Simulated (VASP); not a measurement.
Write the native input for VASP 6.6.1 that does the following.

```yaml
Task: relaxation of the atoms
Functional: LDA
Potentials_or_basis: VASP PAW LDA potentials, release 64 (B, N)
Cutoff: 520 eV
k_mesh: 12 × 12 × 4
Occupations: gaussian, width 0.05 eV
Spin: no spin polarisation
Dipole_correction: no
Further_INCAR_settings: ALGO = Normal; EDIFF = 1e-07; IBRION = 2; EDIFFG = -0.01; NSW = 50
```

The structure of BN lies in POSCAR:

```
BN
1.0
    2.5796742231      0.0000000000      0.0000000000
   -1.2898371116      2.1549757989      0.0000000000
    0.0000000000      0.0000000000      6.0191680927
B N
2 2
Direct
    0.3333333333      0.6666666667      0.2500000000
    0.6666666667      0.3333333333      0.7500000000
    0.3333333333      0.6666666667      0.7500000000
    0.6666666667      0.3333333333      0.2500000000
```

This cell differs from its parent crystal: normal strain along x +0.0367, normal strain along z -0.0733.

One way to write it, as run:

INCAR

```
SYSTEM = BN
PREC = Accurate
ENCUT = 520
EDIFF = 1E-7
ISMEAR = 0
SIGMA = 0.05
LREAL = .FALSE.
LASPH = .TRUE.
NELM = 100
ALGO = Normal
ISIF = 2
LWAVE = .FALSE.
LCHARG = .FALSE.
GGA = CA
IBRION = 2
NSW = 50
EDIFFG = -0.01
```

KPOINTS

```
Automatic mesh
0
G
  12 12 4
  0 0 0
```

Potentials or basis: VASP PAW LDA potentials, release 64 (B, N).

Launch:

```bash
$ cat potpaw_LDA.64/B/POTCAR potpaw_LDA.64/N/POTCAR > POTCAR
$ mpirun -np 1 vasp_std > vasp.out
```

It gave:

```
Energy gained by relaxing    : 1.0 meV/atom
Ionic steps                  : 3
Pressure after relaxing      : -11.6 GPa
Largest force after relaxing : 0.008 eV/Å
Band gap on the k mesh       : 3.72 eV (least direct gap 4.07 eV)
```

Caveat: the cell differs from its parent crystal (normal strain along x +0.0367, normal strain along z -0.0733).

Wall time 88 s on 1 thread of Oxide Virtual Turin-like Processor (shared host), peak memory 0.13 GiB.
